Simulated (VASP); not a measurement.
# Nb (Fm-3m) in VASP: a series of runs, part 2 of 2

VASP 6.6.1.

## 3. Single point, LDA (volume scaled by 0.52)

Contents of INCAR:

```
PREC = Accurate
ENCUT = 520
EDIFF = 1E-7
ISMEAR = -1
SIGMA = 0.05
LREAL = False
LASPH = True
NELM = 100
ALGO = Normal
ISIF = 2
LWAVE = False
LCHARG = False
GGA = CA
NBANDS = 12
```

Contents of KPOINTS:

```
regular mesh
0
Gamma
  18 18 18
```

Contents of POSCAR:

```
Nb
1.0
    0.0000000000      1.6644304358      1.6644304358
    1.6644304358      0.0000000000      1.6644304358
    1.6644304358      1.6644304358      0.0000000000
Nb
1
Direct
    0.0000000000      0.0000000000      0.0000000000
```

Potentials or basis: VASP PAW LDA potentials, release 64 (Nb_sv).

Run with:

```sh
> cat potpaw_LDA.64/Nb_sv/POTCAR > POTCAR
> mpirun -np 1 vasp_std > vasp.out
```

OUTCAR:

```text
PREC = Accurate
   ENCUT = 520
   EDIFF = 1E-7
   ISMEAR = -1
   LREAL = False
   LASPH = True
   NELM = 100
   ISIF = 2
   GGA = CA

 ion  position               nearest neighbor table
   1  0.000  0.000  0.000-

  LATTYP: Found a face centered cubic cell.
 ALAT       =     3.3288608716

  Lattice vectors:

 A1 = (   0.0000000000,   1.6644304358,   1.6644304358)
 A2 = (   1.6644304358,   0.0000000000,   1.6644304358)
 A3 = (   1.6644304358,   1.6644304358,   0.0000000000)

Analysis of symmetry for initial positions (statically):
=====================================================================
 Subroutine PRICEL returns:
 Original cell was already a primitive cell.

 Routine SETGRP: Setting up the symmetry group for a
 face centered cubic supercell.

 Subroutine GETGRP returns: Found 48 space group operations
[... 9 lines left out ...]

 Routine SETGRP: Setting up the symmetry group for a
 face centered cubic supercell.

 Subroutine GETGRP returns: Found 48 space group operations
[... 11 lines left out ...]
                                     Primitive cell

  volume of cell :       9.2220

  direct lattice vectors                    reciprocal lattice vectors
     0.000000000  1.664430436  1.664430436    -0.300403062  0.300403062  0.300403062
     1.664430436  0.000000000  1.664430436     0.300403062 -0.300403062  0.300403062
     1.664430436  1.664430436  0.000000000     0.300403062  0.300403062 -0.300403062

  length of vectors
     2.353860096  2.353860096  2.353860096     0.520313367  0.520313367  0.520313367

  position of ions in fractional coordinates (direct lattice)
     0.000000000  0.000000000  0.000000000

  ion indices of the primitive-cell ions
   primitive index   ion index
                 1           1

----------------------------------------------------------------------------------------

 KPOINTS: regular mesh

Automatic generation of k-mesh.
 Grid dimensions read from file:
 generate k-points for:   18   18   18

 Generating k-lattice:

  Cartesian coordinates                     Fractional coordinates (reciprocal lattice)
    -0.016689059  0.016689059  0.016689059     0.055555556  0.000000000  0.000000000
     0.016689059 -0.016689059  0.016689059     0.000000000  0.055555556  0.000000000
     0.016689059  0.016689059 -0.016689059     0.000000000  0.000000000  0.055555556

  Length of vectors
     0.028906298  0.028906298  0.028906298

  Shift w.r.t. Gamma in fractional coordinates (k-lattice)
     0.000000000  0.000000000  0.000000000

 Subroutine IBZKPT returns following result:
 ===========================================

 Found    195 irreducible k-points:

 Following reciprocal coordinates:
            Coordinates               Weight
  0.000000  0.000000  0.000000      1.000000
  0.055556  0.000000  0.000000      8.000000
  0.111111  0.000000  0.000000      8.000000
  0.166667  0.000000  0.000000      8.000000
  0.222222  0.000000  0.000000      8.000000
  0.277778  0.000000  0.000000      8.000000
[... 16 lines left out ...]
 -0.277778  0.055556  0.000000     24.000000
 -0.222222  0.055556  0.000000     24.000000
 [... further k-points ...]
   k-points           NKPTS =    195   k-points in BZ     NKDIM =    195   number of bands    NBANDS=     12
   number of dos      NEDOS =    301   number of ions     NIONS =      1
   total plane-waves  NPLWV =   5832
   dimension x,y,z NGX =    18 NGY =   18 NGZ =   18
   dimension x,y,z NGXF=    36 NGYF=   36 NGZF=   36
   ions per type =               1
   NGX,Y,Z   is equivalent  to a cutoff of  12.71, 12.71, 12.71 a.u.
   NGXF,Y,Z  is equivalent  to a cutoff of  25.43, 25.43, 25.43 a.u.
 SYSTEM =  unknown system
   PREC   = accura    normal or accurate (medium, high low for compatibility)
   ISTART =      0    job   : 0-new  1-cont  2-samecut
   ICHARG =      2    charge: 1-file 2-atom 10-const
   ISPIN  =      1    spin polarized calculation?
   LNONCOLLINEAR =      F non collinear calculations
   LSORBIT =      F    spin-orbit coupling
   LASPH  =      T    aspherical Exc in radial PAW
   ENCUT  =  520.0 eV  38.22 Ry    6.18 a.u.   4.38  4.38  4.38*2*pi/ulx,y,z
   NELM   =    100;   NELMIN=  2; NELMDL= -5     # of ELM steps
   EDIFF  = 0.1E-06   stopping-criterion for ELM
   LREAL  =      F    real-space projection
   EDIFFG = 0.1E-05   stopping-criterion for IOM
   NSW    =      0    number of steps for IOM
   IBRION =     -1    ionic relax: 0-MD 1-quasi-New 2-CG
   NFREE  =      0    steps in history (QN), initial steepest desc. (CG)
   ISIF   =      2    stress and relaxation
   ISYM   =      2    0-nonsym 1-usesym 2-fastsym
   POTIM  = 0.5000    time-step for ionic-motion
   TEBEG  =    0.0;   TEEND  =   0.0 temperature during run
   PSTRESS=    0.0 pullay stress
   NELECT =      13.0000    total number of electrons
   NUPDOWN=      -1.0000    fix difference up-down
   EMIN   =  10.00;   EMAX   =-10.00  energy-range for DOS
[... 5 lines left out ...]
     AMIX     =   0.40;   BMIX     =  1.00
     AMIX_MAG =   1.60;   BMIX_MAG =  1.00
  volume/ion in A,a.u.               =       9.22        62.23
  Fermi-wavevector in a.u.,A,eV,Ry     =   1.835610  3.468799 45.844318  3.369462
  Thomas-Fermi vector in A             =   2.888977
   LORBIT       =      0    0 simple, 1 ext, 2 COOP (PROOUT), +10 PAW based schemes
   GGA     = CA    functional components
   LHFCALC =     F    Hartree Fock is set to
   AEXX    =    0.0000 exact exchange contribution
   IVDW    =     0    specifies the selected vdW correction
   LEPSILON=     F    determine dielectric tensor
   LRPA    =     F    only Hartree local field effects (RPA)
 non-spin polarized calculation
  energy-cutoff  :      520.00
  volume of cell :        9.22
 maximum number of plane-waves:       265
 NGX is ok and might be reduce to    18
   NGX =  9   NGY =  9   NGZ =  9

 number of electron      13.0000001 magnetization

 Free energy of the ion-electron system (eV)
  ---------------------------------------------------
  ext. energy  EPLUGINS =         0.00000000
  ---------------------------------------------------
  free energy    TOTEN  =        -4.98396564 eV

  energy without entropy =       -4.97720130  energy(sigma->0) =       -4.98058347

 E-fermi :  24.2090     XC(G=0): -16.5574

 val. band max:       24.2089411865   @ k =  -0.3333   0.3333   0.1667
 cond. band min:      24.2140415011   @ k =   0.2222   0.1667   0.0556
 fundamental gap:      0.0051003146
 Fermi energy:        24.2089664593

 k-point     1 :       0.0000    0.0000    0.0000
  band No.  band energies     occupation
      1     -32.4957      2.00000
      2      -3.3633      2.00000
      3      -3.3633      2.00000
      4      -3.3633      2.00000
      5      19.3617      2.00000
      6      22.7301      2.00000
      7      22.7301      2.00000
      8      22.7301      2.00000
      9      29.1711      0.00000
     10      29.1711      0.00000
     11      35.4358      0.00000
     12      44.1842      0.00000

 k-point     2 :       0.0556    0.0000    0.0000
  band No.  band energies     occupation
      1     -32.4354      2.00000
      2      -3.6604      2.00000
      3      -3.3966      2.00000
      4      -3.3966      2.00000
      5      19.6370      2.00000
      6      22.5284      2.00000
      7      22.8597      2.00000
      8      22.8597      2.00000
      9      28.9724      0.00000
     10      28.9724      0.00000
     11      36.0105      0.00000
     12      43.4634      0.00000

 k-point     3 :       0.1111    0.0000    0.0000
  band No.  band energies     occupation
      1     -32.2583      2.00000
      2      -4.4833      2.00000
      3      -3.4912      2.00000
      4      -3.4912      2.00000
      5      20.1450      2.00000
      6      22.3203      2.00000
      7      23.1960      2.00000
      8      23.1960      2.00000
      9      28.5237      0.00000
     10      28.5237      0.00000
     11      37.4647      0.00000
     12      42.1379      0.00000
[... 286 lines left out ...]
 k-point    23 :      -0.2778    0.0556    0.0000
  band No.  band energies     occupation
      1     -31.0103      2.00000
      2      -8.8173      2.00000
      3      -4.3767      2.00000
      4      -3.9246      2.00000
      5      18.5382      2.00000
      6      23.0567      2.00000
      7      23.2390      2.00000
      8      26.6857      0.00000
      9      28.7878      0.00000
     10      31.7132      0.00000
     11      37.2310      0.00000
     12      48.6208      0.00000

 k-point    24 :      -0.2222    0.0556    0.0000
  band No.  band energies     occupation
      1     -31.4302      2.00000
      2      -7.5031      2.00000
      3      -4.2009      2.00000
      4      -3.7440      2.00000
      5      19.2269      2.00000
      6      23.4112      2.00000
      7      23.6384      1.99998
      8      25.0348      0.00000
      9      27.6182      0.00000
     10      30.2471      0.00000
     11      38.0949      0.00000
     12      45.3109      0.00000

 [... further k-points ...]
[... 5 lines left out ...]
  --------------------------------------------------------------------------------------
  -------------------------------------------------------------------------------------
  Total       21.0779470     21.0779470     21.0779470     -0.0000000      0.0000000      0.0000000
  in kB     3661.9461120   3661.9461120   3661.9461120     -0.0000000      0.0000000      0.0000000
  external PRESSURE =    3661.9461120 kB  Pullay stress =       0.0000000 kB

 VOLUME and BASIS-vectors are now :
 -----------------------------------------------------------------------------
  energy-cutoff  :      520.00
  volume of cell :        9.22
      direct lattice vectors                 reciprocal lattice vectors
     0.000000000  1.664430436  1.664430436    -0.300403062  0.300403062  0.300403062
     1.664430436  0.000000000  1.664430436     0.300403062 -0.300403062  0.300403062
     1.664430436  1.664430436  0.000000000     0.300403062  0.300403062 -0.300403062

 POSITION                                       TOTAL-FORCE (eV/Angst)
 -----------------------------------------------------------------------------------
      0.00000      0.00000      0.00000         0.000000      0.000000      0.000000
 -----------------------------------------------------------------------------------
    total drift:                                0.000000     -0.000000      0.000000

  FREE ENERGIE OF THE ION-ELECTRON SYSTEM (eV)
  ---------------------------------------------------
  free  energy   TOTEN  =        -4.9839656395 eV

  energy  without entropy=       -4.9772013008  energy(sigma->0) =       -4.98058347
```

Wall time 36 s (1 thread of AMD EPYC 7R13, shared host); peak memory 0.1 GiB.

What came out:

- Free energy: -4.9840 eV
- Pressure: 366.2 GPa

## 4. Single point, LDA (volume scaled by 0.6)

Contents of INCAR:

```
SYSTEM = Nb
PREC     = Accurate       ! precision mode
ENCUT    = 520            ! plane-wave cutoff, eV
EDIFF    = 1E-6           ! SCF threshold, eV
ISMEAR   = -1             ! smearing method
SIGMA    = 0.05           ! smearing width, eV
LREAL    = .FALSE.        ! projectors in reciprocal space
LASPH    = .TRUE.         ! aspherical terms in the spheres
NELM     = 100            ! most SCF steps
ALGO     = Normal         ! electronic algorithm
ISIF     = 2              ! what is computed and relaxed
LWAVE    = .FALSE.        ! write WAVECAR
LCHARG   = .TRUE.         ! write CHGCAR
GGA      = CA             ! functional
LELF     = .TRUE.         ! ELF
LVHAR    = .TRUE.       
NBANDS   = 12             ! bands
```

Contents of KPOINTS:

```
Automatic mesh
0
G
  18 18 18
  0 0 0
```

Contents of POSCAR:

```
Nb
1.0
    0.0000000000      1.7457482590      1.7457482590
    1.7457482590      0.0000000000      1.7457482590
    1.7457482590      1.7457482590      0.0000000000
Nb
1
Direct
    0.0000000000      0.0000000000      0.0000000000
```

Potentials or basis: VASP PAW LDA potentials, release 64 (Nb_sv).

Run with:

```sh
> cat potpaw_LDA.64/Nb_sv/POTCAR > POTCAR
> mpirun -np 1 vasp_std > vasp.out
```

OUTCAR:

```text
SYSTEM = Nb
   PREC = Accurate
   ENCUT = 520
   EDIFF = 1E-6
   ISMEAR = -1
   LREAL = .FALSE.
   LASPH = .TRUE.
   NELM = 100
   ISIF = 2
   GGA = CA

 ion  position               nearest neighbor table
   1  0.000  0.000  0.000-

  LATTYP: Found a face centered cubic cell.
 ALAT       =     3.4914965180

  Lattice vectors:

 A1 = (   0.0000000000,   1.7457482590,   1.7457482590)
 A2 = (   1.7457482590,   0.0000000000,   1.7457482590)
 A3 = (   1.7457482590,   1.7457482590,   0.0000000000)

Analysis of symmetry for initial positions (statically):
[... 530 lines left out ...]
      7      20.7055      1.80256
      8      20.8501      0.67218
      9      24.1233      0.00000
     10      26.1845      0.00000
     11      34.6929      0.00000
     12      40.8428      0.00000

 [... further k-points ...]
[... 5 lines left out ...]
  --------------------------------------------------------------------------------------
  -------------------------------------------------------------------------------------
  Total       14.8035109     14.8035109     14.8035109      0.0000000      0.0000000      0.0000000
  in kB     2228.9506984   2228.9506984   2228.9506984      0.0000000      0.0000000      0.0000000
  external PRESSURE =    2228.9506984 kB  Pullay stress =       0.0000000 kB

 VOLUME and BASIS-vectors are now :
 -----------------------------------------------------------------------------
  energy-cutoff  :      520.00
  volume of cell :       10.64
      direct lattice vectors                 reciprocal lattice vectors
     0.000000000  1.745748259  1.745748259    -0.286410138  0.286410138  0.286410138
     1.745748259  0.000000000  1.745748259     0.286410138 -0.286410138  0.286410138
     1.745748259  1.745748259  0.000000000     0.286410138  0.286410138 -0.286410138

 POSITION                                       TOTAL-FORCE (eV/Angst)
 -----------------------------------------------------------------------------------
      0.00000      0.00000      0.00000        -0.000000      0.000000      0.000000
 -----------------------------------------------------------------------------------
    total drift:                                0.000000     -0.000000      0.000000

  FREE ENERGIE OF THE ION-ELECTRON SYSTEM (eV)
  ---------------------------------------------------
  free  energy   TOTEN  =        -7.5343866652 eV

  energy  without entropy=       -7.5237108418  energy(sigma->0) =       -7.52904875
```

stdout:

```text
POSCAR found type information on POSCAR Nb
 POSCAR found :  1 types and       1 ions
 scaLAPACK will be used
 LDA part: xc-table for (Slater(with rela. corr.)+CA(PZ))
 , standard interpolation
 POSCAR, INCAR and KPOINTS ok, starting setup
 FFT: planning ... GRIDC
 FFT: planning ... GRID_SOFT
 FFT: planning ... GRID
 WAVECAR not read
 entering main loop
```

It took 41 s on 1 thread of AMD EPYC 7R13, shared host; peak memory 0.1 GiB.

What came out:

| Quantity | Value |
| --- | --- |
| Free energy | -7.5344 eV |
| Pressure | 222.9 GPa |

## 5. Summary

| cell | gap on the mesh (eV) | pressure (GPa) |
| --- | --- | --- |
| a = 2.243 Å, angles 60.0°, 1 atom | none | 599.5 |
| a = 2.354 Å, angles 60.0°, 1 atom | none | 366.2 |
| a = 2.469 Å, angles 60.0°, 1 atom | none | 222.9 |

Alike in all rows: task single point; level LDA; potentials or basis VASP PAW LDA potentials, release 64 (Nb_sv); no spin polarisation; k mesh 18 × 18 × 18; cutoff (eV) 520; smearing fermi-dirac 0.05 eV.

Total energies depend on the potentials used, so only differences within one code and one set of settings carry meaning.
